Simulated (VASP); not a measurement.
# B (P6_3/mmc) in VASP: further runs

The runs below take B through single point, relaxation of cell and atoms, with PBE.

Program: VASP 6.6.1. These are calculated values, not measurements. Logs are shortened: lines on timing, memory, paths and dates and some standing lists are left out, and cuts for length are marked.

### 1 The cell of the first run

Symmetry: P6_3/mmc, No. 194, hexagonal system. The conventional cell has a = 2.213 Å, b = 2.213 Å, c = 3.592 Å, α = 90.00°, β = 90.00°, γ = 120.00°. Within 2.9 Å of B (site symmetry -6m2) lie 12 B at 2.20 to 2.21 Å.

### 2 Single point, PBE

Contents of INCAR:

```
PREC = Accurate ; ENCUT = 520
EDIFF = 1E-7 ; ISMEAR = 0
SIGMA = 0.1 ; LREAL = F
LASPH = T ; NELM = 100
ALGO = Normal ; ISIF = 2
LWAVE = F ; LCHARG = F
GGA = PE ; NBANDS = 10
```

Contents of KPOINTS:

```
Automatic mesh
0
Gamma
  9 9 6
```

Contents of POSCAR:

```
B
1.0
    2.2130123495      0.0000000000      0.0000000000
   -1.1065061747      1.9165249135      0.0000000000
    0.0000000000      0.0000000000      3.5918362432
B
2
Direct
    0.3333333333      0.6666666667      0.2500000000
    0.6666666667      0.3333333333      0.7500000000
```

Potentials or basis: VASP PAW PBE potentials, release 64 (B).

Run with:

```console
$ cat potpaw_PBE.64/B/POTCAR > POTCAR
$ mpirun -np 1 vasp_std > vasp.out
```

OUTCAR:

```text
PREC = Accurate
   ENCUT = 520
   EDIFF = 1E-7
   ISMEAR = 0
   LREAL = F
   LASPH = T
   NELM = 100
   ISIF = 2
   GGA = PE

 ion  position               nearest neighbor table
   1  0.333  0.667  0.250-
   2  0.667  0.333  0.750-

  LATTYP: Found a hexagonal cell.
 ALAT       =     2.2130123495
 C/A-ratio  =     1.6230529595

  Lattice vectors:

 A1 = (   2.2130123495,   0.0000000000,   0.0000000000)
 A2 = (  -1.1065061747,   1.9165249135,   0.0000000000)
 A3 = (   0.0000000000,   0.0000000000,   3.5918362432)

Analysis of symmetry for initial positions (statically):
=====================================================================
 Subroutine PRICEL returns:
 Original cell was already a primitive cell.

 Routine SETGRP: Setting up the symmetry group for a
 hexagonal supercell.

 Subroutine GETGRP returns: Found 24 space group operations
 (whereof 12 operations were pure point group operations)
 out of a pool of 24 trial point group operations.

The static configuration has the point symmetry D_3d.
 The point group associated with its full space group is D_6h.

Analysis of symmetry for dynamics (positions and initial velocities):
=====================================================================
 Subroutine PRICEL returns:
 Original cell was already a primitive cell.

 Routine SETGRP: Setting up the symmetry group for a
 hexagonal supercell.

 Subroutine GETGRP returns: Found 24 space group operations
 (whereof 12 operations were pure point group operations)
 out of a pool of 24 trial point group operations.

The dynamic configuration has the point symmetry D_3d.
 The point group associated with its full space group is D_6h.

 Subroutine INISYM returns: Found 24 space group operations
 (whereof 12 operations are pure point group operations),
 and found     1 'primitive' translations

----------------------------------------------------------------------------------------

                                     Primitive cell

  volume of cell :      15.2340

  direct lattice vectors                    reciprocal lattice vectors
     2.213012350  0.000000000  0.000000000     0.451872761  0.260888860  0.000000000
    -1.106506175  1.916524913  0.000000000     0.000000000  0.521777720  0.000000000
     0.000000000  0.000000000  3.591836243     0.000000000  0.000000000  0.278409129

  length of vectors
     2.213012350  2.213012349  3.591836243     0.521777720  0.521777720  0.278409129

  position of ions in fractional coordinates (direct lattice)
     0.333333333  0.666666667  0.250000000
     0.666666667  0.333333333  0.750000000

  ion indices of the primitive-cell ions
   primitive index   ion index
                 1           1
                 2           2

----------------------------------------------------------------------------------------

 KPOINTS: Automatic mesh

Automatic generation of k-mesh.
 Grid dimensions read from file:
 generate k-points for:    9    9    6

 Generating k-lattice:

  Cartesian coordinates                     Fractional coordinates (reciprocal lattice)
     0.050208085  0.028987651  0.000000000     0.111111111 -0.000000000  0.000000000
     0.000000000  0.057975302  0.000000000     0.000000000  0.111111111  0.000000000
     0.000000000  0.000000000  0.046401522     0.000000000  0.000000000  0.166666667

  Length of vectors
     0.057975302  0.057975302  0.046401522

  Shift w.r.t. Gamma in fractional coordinates (k-lattice)
     0.000000000  0.000000000  0.000000000

 Subroutine IBZKPT returns following result:
 ===========================================

 Found     48 irreducible k-points:

 Following reciprocal coordinates:
            Coordinates               Weight
  0.000000  0.000000  0.000000      1.000000
  0.111111 -0.000000  0.000000      6.000000
  0.222222 -0.000000  0.000000      6.000000
  0.333333 -0.000000  0.000000      6.000000
  0.444444 -0.000000  0.000000      6.000000
  0.111111  0.111111  0.000000      6.000000
[... 16 lines left out ...]
  0.333333  0.222222  0.166667     24.000000
  0.333333  0.333333  0.166667      4.000000
 [... further k-points ...]
   k-points           NKPTS =     48   k-points in BZ     NKDIM =     48   number of bands    NBANDS=     10
   number of dos      NEDOS =    301   number of ions     NIONS =      2
   total plane-waves  NPLWV =   7168
   dimension x,y,z NGX =    16 NGY =   16 NGZ =   28
   dimension x,y,z NGXF=    32 NGYF=   32 NGZF=   56
   ions per type =               2
   NGX,Y,Z   is equivalent  to a cutoff of  12.02, 12.02, 12.96 a.u.
   NGXF,Y,Z  is equivalent  to a cutoff of  24.04, 24.04, 25.92 a.u.
 SYSTEM =  unknown system
   PREC   = accura    normal or accurate (medium, high low for compatibility)
   ISTART =      0    job   : 0-new  1-cont  2-samecut
   ICHARG =      2    charge: 1-file 2-atom 10-const
   ISPIN  =      1    spin polarized calculation?
   LNONCOLLINEAR =      F non collinear calculations
   LSORBIT =      F    spin-orbit coupling
   LASPH  =      T    aspherical Exc in radial PAW
   ENCUT  =  520.0 eV  38.22 Ry    6.18 a.u.   4.11  4.11  6.68*2*pi/ulx,y,z
   NELM   =    100;   NELMIN=  2; NELMDL= -5     # of ELM steps
   EDIFF  = 0.1E-06   stopping-criterion for ELM
   LREAL  =      F    real-space projection
   EDIFFG = 0.1E-05   stopping-criterion for IOM
   NSW    =      0    number of steps for IOM
   IBRION =     -1    ionic relax: 0-MD 1-quasi-New 2-CG
   NFREE  =      0    steps in history (QN), initial steepest desc. (CG)
   ISIF   =      2    stress and relaxation
   ISYM   =      2    0-nonsym 1-usesym 2-fastsym
   POTIM  = 0.5000    time-step for ionic-motion
   TEBEG  =    0.0;   TEEND  =   0.0 temperature during run
   PSTRESS=    0.0 pullay stress
   NELECT =       6.0000    total number of electrons
   NUPDOWN=      -1.0000    fix difference up-down
   EMIN   =  10.00;   EMAX   =-10.00  energy-range for DOS
   EFERMI =   0.00;   METHOD = LEGACY
   ISMEAR =     0;   SIGMA  =   0.10  broadening in eV -4-tet -1-fermi 0-gaus
   EFERMI_NEDOS =   21; number of points for ismear=-14 and -15
   IALGO  =     38    algorithm
   IMIX   =      4    mixing-type and parameters
     AMIX     =   0.40;   BMIX     =  1.00
     AMIX_MAG =   1.60;   BMIX_MAG =  1.00
  volume/ion in A,a.u.               =       7.62        51.40
  Fermi-wavevector in a.u.,A,eV,Ry     =   1.200016  2.267701 19.592906  1.440038
  Thomas-Fermi vector in A             =   2.335863
   LORBIT       =      0    0 simple, 1 ext, 2 COOP (PROOUT), +10 PAW based schemes
   GGA     = PE    functional components
   LHFCALC =     F    Hartree Fock is set to
   AEXX    =    0.0000 exact exchange contribution
   IVDW    =     0    specifies the selected vdW correction
   LEPSILON=     F    determine dielectric tensor
   LRPA    =     F    only Hartree local field effects (RPA)
 non-spin polarized calculation
 Gauss-broadening in eV      SIGMA  =   0.10
  energy-cutoff  :      520.00
  volume of cell :       15.23
 maximum number of plane-waves:       426
   NGX =  9   NGY =  9   NGZ = 13

 number of electron       6.0000000 magnetization

 Free energy of the ion-electron system (eV)
  ---------------------------------------------------
  ext. energy  EPLUGINS =         0.00000000
  ---------------------------------------------------
  free energy    TOTEN  =        -9.85277194 eV

  energy without entropy =       -9.84884531  energy(sigma->0) =       -9.85080863

 E-fermi :   7.3475     XC(G=0): -11.9785

 val. band max:        7.3305779034   @ k =   0.2222   0.2222   0.1667
 cond. band min:       7.4494623884   @ k =   0.3333  -0.0000   0.3333
 fundamental gap:      0.1188844850
 Fermi energy:         7.3474508423

 k-point     1 :       0.0000    0.0000    0.0000
  band No.  band energies     occupation
      1      -8.6928      2.00000
      2      -0.2577      2.00000
      3       2.3188      2.00000
      4      17.7426      0.00000
      5      17.7426      0.00000
      6      20.0095      0.00000
      7      20.0095      0.00000
      8      20.4028      0.00000
      9      33.6207      0.00000
     10      34.0310      0.00000

 k-point     2 :       0.1111   -0.0000    0.0000
  band No.  band energies     occupation
      1      -8.2757      2.00000
      2       0.2059      2.00000
      3       2.6210      2.00000
      4      15.6967      0.00000
      5      16.6433      0.00000
      6      19.4314      0.00000
      7      20.0383      0.00000
      8      20.0645      0.00000
      9      29.8370      0.00000
     10      33.2356      0.00000

 k-point     3 :       0.2222   -0.0000    0.0000
  band No.  band energies     occupation
      1      -7.0268      2.00000
      2       1.5823      2.00000
      3       3.4799      2.00000
      4      11.3903      0.00000
      5      14.8331      0.00000
      6      17.5575      0.00000
      7      18.6162      0.00000
      8      19.4276      0.00000
      9      26.0483      0.00000
     10      29.9868      0.00000

 k-point     4 :       0.3333   -0.0000    0.0000
  band No.  band energies     occupation
      1      -4.9563      2.00000
      2       3.8074      2.00000
      3       4.2271      2.00000
      4       7.4512      0.14223
      5      13.3792      0.00000
      6      14.6665      0.00000
      7      15.5096      0.00000
      8      18.5618      0.00000
      9      23.7927      0.00000
     10      27.1811      0.00000
[... 222 lines left out ...]
 k-point    22 :       0.2222    0.2222    0.1667
  band No.  band energies     occupation
      1      -3.4535      2.00000
      2       2.5708      2.00000
      3       7.3306      1.18860
      4       7.7073      0.00000
      5       9.2185      0.00000
      6      13.1833      0.00000
      7      14.3543      0.00000
      8      16.8452      0.00000
      9      24.2139      0.00000
     10      30.5455      0.00000

 k-point    23 :       0.3333    0.2222    0.1667
  band No.  band energies     occupation
      1      -0.6098      2.00000
      2       2.7745      2.00000
      3       5.5919      2.00000
      4       7.2225      1.92288
      5       8.9809      0.00000
      6      11.4848      0.00000
      7      13.3847      0.00000
      8      15.3248      0.00000
      9      22.1164      0.00000
     10      30.8010      0.00000

 k-point    24 :       0.3333    0.3333    0.1667
  band No.  band energies     occupation
      1       2.5608      2.00000
      2       2.5918      2.00000
      3       2.5918      2.00000
      4       8.6951      0.00000
      5       9.0477      0.00000
      6       9.0477      0.00000
      7      14.1899      0.00000
      8      14.1899      0.00000
      9      20.5673      0.00000
     10      34.8804      0.00000

 [... further k-points ...]

------------------------ aborting loop because EDIFF is reached ----------------------------------------

  FORCE on cell =-STRESS in cart. coord.  units (eV):
  Direction    XX          YY          ZZ          XY          YZ          ZX
  --------------------------------------------------------------------------------------
  -------------------------------------------------------------------------------------
  Total       -3.9902886     -3.9902886     -2.3597611     -0.0000000      0.0000000      0.0000000
  in kB     -419.6623983   -419.6623982   -248.1782930     -0.0000000      0.0000000      0.0000000
  external PRESSURE =    -362.5010298 kB  Pullay stress =       0.0000000 kB

 VOLUME and BASIS-vectors are now :
 -----------------------------------------------------------------------------
  energy-cutoff  :      520.00
  volume of cell :       15.23
      direct lattice vectors                 reciprocal lattice vectors
     2.213012350  0.000000000  0.000000000     0.451872761  0.260888860  0.000000000
    -1.106506175  1.916524913  0.000000000     0.000000000  0.521777720  0.000000000
     0.000000000  0.000000000  3.591836243     0.000000000  0.000000000  0.278409129

 POSITION                                       TOTAL-FORCE (eV/Angst)
 -----------------------------------------------------------------------------------
     -0.00000      1.27768      0.89796        -0.000000      0.000000      0.000000
      1.10651      0.63884      2.69388         0.000000     -0.000000      0.000000
 -----------------------------------------------------------------------------------
    total drift:                                0.000000     -0.000000      0.000000

  FREE ENERGIE OF THE ION-ELECTRON SYSTEM (eV)
  ---------------------------------------------------
  free  energy   TOTEN  =        -9.8527719418 eV

  energy  without entropy=       -9.8488453106  energy(sigma->0) =       -9.85080863
```

Run time: 6 s. Hardware: 1 thread of Intel Xeon 8259CL, shared host; peak memory 0.12 GiB.

What came out:

| Item | Value |
| --- | --- |
| Free energy | -9.8528 eV |
| Pressure | -36.3 GPa |
| Band gap on the k mesh | zero (band 3 reaches 12.96 eV, above the bottom of band 4 at 4.03 eV) |

Caveat: the k points lie up to 0.36 Å⁻¹ apart.

### 3 Single point, PBE

This run uses another cell than the first one, of 11.23 Å³/atom, 1.474 times its volume.

Contents of INCAR:

```
ALGO = Normal
EDIFF = 1E-6
ENCUT = 520
GGA = PE
ISIF = 2
ISMEAR = 0
LASPH = True
LCHARG = False
LREAL = False
LWAVE = False
NBANDS = 10
NELM = 60
PREC = Accurate
SIGMA = 0.1
```

Contents of KPOINTS:

```
k-points
0
Gamma
  9 9 6
```

Contents of POSCAR:

```
B
1.0
    1.7056295869      0.0000000000      0.0000000000
   -0.8528147934      1.4771185517      0.0000000000
    0.0000000000      0.0000000000      8.9151910701
B
2
Direct
    0.3333333333      0.6666666667      0.2500000000
    0.6666666667      0.3333333333      0.7500000000
```

Potentials or basis: VASP PAW PBE potentials, release 64 (B).

Run with:

```console
$ cat potpaw_PBE.64/B/POTCAR > POTCAR
$ mpirun -np 1 vasp_std > vasp.out
```

Run time: 14 s. Hardware: 1 thread of Intel Xeon 8259CL, shared host; peak memory 0.13 GiB.

The run converged. Its results:

| Quantity | Value |
| --- | --- |
| Free energy | -12.0083 eV |
| Pressure | 0.0 GPa |
| Band gap on the k mesh | zero (band 3 reaches 6.04 eV, above the bottom of band 4 at -4.16 eV) |

Stress tensor (GPa, compression positive):
```
-0.10  0.00  0.00
 0.00 -0.10  0.00
 0.00  0.00  0.09
```

Levels at points of the mesh, in eV from the Fermi level:
| k point | band 1 | band 2 | band 3 | band 4 | band 5 | band 6 | band 7 | band 8 | band 9 |
| --- | --- | --- | --- | --- | --- | --- | --- | --- | --- |
| (0.00, 0.00, 0.00) | -17.81 | -17.76 | -8.65 | -8.12 | 1.27 | 5.04 | 7.67 | 15.60 | 20.06 |
| (0.00, 0.00, 0.50) | -17.79 | -17.79 | -8.40 | -8.40 | 2.60 | 2.60 | 11.42 | 11.42 | 24.03 |

Caveat: the k points lie up to 0.47 Å⁻¹ apart; this functional lacks dispersion, which binds the layers, so the pressure and a relaxed spacing across them are unreliable.

(Continued in part 2 of 2.)
